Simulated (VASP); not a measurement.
Wanted: the native input for a VASP 6.6.1 run.

```yaml
Task: single point
Functional: PBE
Potentials_or_basis: VASP PAW PBE potentials, release 64 (Si, C)
Cutoff: 520 eV
k_mesh: 10 × 10 × 10
Occupations: fermi-dirac, width 0.02 eV
Spin: no spin polarisation
Dipole_correction: no
Further_INCAR_settings: ALGO = Normal; EDIFF = 1e-07; NBANDS = 11
```

The structure of SiC lies in POSCAR:

```
SiC
1.0
   -0.0176422240      2.1780523476      2.1780523476
    2.1780523476     -0.0176422240      2.1780523476
    2.1604101236      2.1604101236      0.0000000000
Si C
1 1
Direct
   -0.0007200745     -0.0007200745      0.0007200745
    0.2507200745      0.2507200745      0.2492799255
```

This cell differs from its parent crystal: shear xy strain -1.6%.

These files were run (other wordings do the same):

INCAR

```
PREC = Accurate ; ENCUT = 520
EDIFF = 1E-7 ; ISMEAR = -1
SIGMA = 0.02 ; LREAL = False
LASPH = True ; NELM = 100
ALGO = Normal ; ISIF = 2
LWAVE = False ; LCHARG = True
GGA = PE ; LELF = True
LVHAR = True ; NBANDS = 11
```

KPOINTS

```
regular mesh
0
Gamma
  10 10 10
```

Potentials or basis: VASP PAW PBE potentials, release 64 (Si, C).

The run is started by

```sh
$ cat potpaw_PBE.64/Si/POTCAR potpaw_PBE.64/C/POTCAR > POTCAR
$ mpirun -np 1 vasp_std > vasp.out
```

It gave:

```yaml
Pressure: 3.5 GPa
Largest_force: 0.015 eV/Å
Band_gap_on_the_k_mesh: 1.26 eV, indirect (least direct gap 4.39 eV)
```

Caveat: the cell differs from its parent crystal (shear xy strain -1.6%).

It took 10 s on 1 thread of Intel(R) Xeon(R) 6975P-C (Granite Rapids) (shared host), peak memory 0.15 GiB.
